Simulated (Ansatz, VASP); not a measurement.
SiC in VASP and in Ansatz

```xyz
4
Lattice="3.0760 0.0000 0.0000 -1.5380 2.6639 0.0000 0.0000 0.0000 5.0480" Properties=species:S:1:pos:R:3 pbc="T T T"
Si    1.5380    0.8880    2.5240
Si    0.0000    1.7759    0.0000
C     1.5380    0.8880    4.4675
C     0.0000    1.7759    1.9435
```

Alike in both runs: task relaxation of cell and atoms; functional r2SCAN; dispersion D4; k mesh 10 × 10 × 5; occupations fermi-dirac, width 0.05 eV; no spin polarisation.

|  | VASP | Ansatz |
| --- | --- | --- |
| version | VASP 6.6.1 | Ansatz 0.2.0 |
| potentials or method | VASP PAW PBE potentials, release 64 (Si, C) | Ansatz PAW |
| plane-wave cutoff (eV) | 600 | 500 |
| valence electrons in the cell | 16 | 16 |

```csv
,VASP,Ansatz,Ansatz less VASP
"gap on the k mesh at the Fermi level, each at its own relaxed structure (eV)",2.81,2.80,-0.003
relaxed volume (Å³/atom),10.26,10.27,+0.011
relaxed length of the cell vector where the two differ most in proportion (Å),3.068,3.069,+0.0011
```

VASP's potentials were made for PBE, not for r2SCAN.

Noted on Ansatz's run: odd divisions of the mesh miss points on the zone boundary, where band edges often lie, so the gap on the mesh can be too wide; the plane-wave basis is chosen anew once the cell has moved, so the energies of steps on either side of that aren't comparable.
